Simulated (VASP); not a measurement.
Write the native input for VASP 6.6.1 that does the following.

```yaml
Task: single point
Functional: PBE
Potentials_or_basis: VASP PAW PBE potentials, release 64 (Cu)
Cutoff: 520 eV
k_mesh: 2 × 6 × 1
Occupations: gaussian, width 0.1 eV
Spin: no spin polarisation
Dipole_correction: no
Further_INCAR_settings: ALGO = Normal; EDIFF = 1e-06; NBANDS = 12
```

The structure of Cu lies in POSCAR:

```
Cu
1.0
   11.5702539529      0.0000000000      0.0000000000
    0.0000000000      2.2382121000      0.0000000000
   -4.5956239420      0.0000000000     21.7433883473
Cu
1
Direct
    0.5000000000      0.5000000000      0.5000000000
```

These files were run (other wordings do the same):

INCAR

```
  PREC = Accurate
  ENCUT = 520
  EDIFF = 1E-6
  ISMEAR = 0
  SIGMA = 0.1
  LREAL = False
  LASPH = True
  NELM = 80
  ALGO = Normal
  ISIF = 2
  LWAVE = False
  LCHARG = True
  GGA = PE
  LELF = True
  LVHAR = True
  NBANDS = 12
```

KPOINTS

```
regular mesh
0
Gamma
  2 6 1
```

Potentials or basis: VASP PAW PBE potentials, release 64 (Cu).

Run with:

```console
$ cat potpaw_PBE.64/Cu/POTCAR > POTCAR
$ mpirun -np 1 vasp_std > vasp.out
```

It gave:

```json
{
 "Pressure": "0.1 GPa",
 "Band gap on the k mesh": "zero (an odd number of electrons rules out a gap without spin polarisation)"
}
```

Caveat: the k points lie up to 0.47 Å⁻¹ apart, too coarse for converged energies and pressures of a metal.

It took 2.8 min on 1 thread of Intel Xeon 8259CL, on a shared host, peak memory 0.56 GiB.
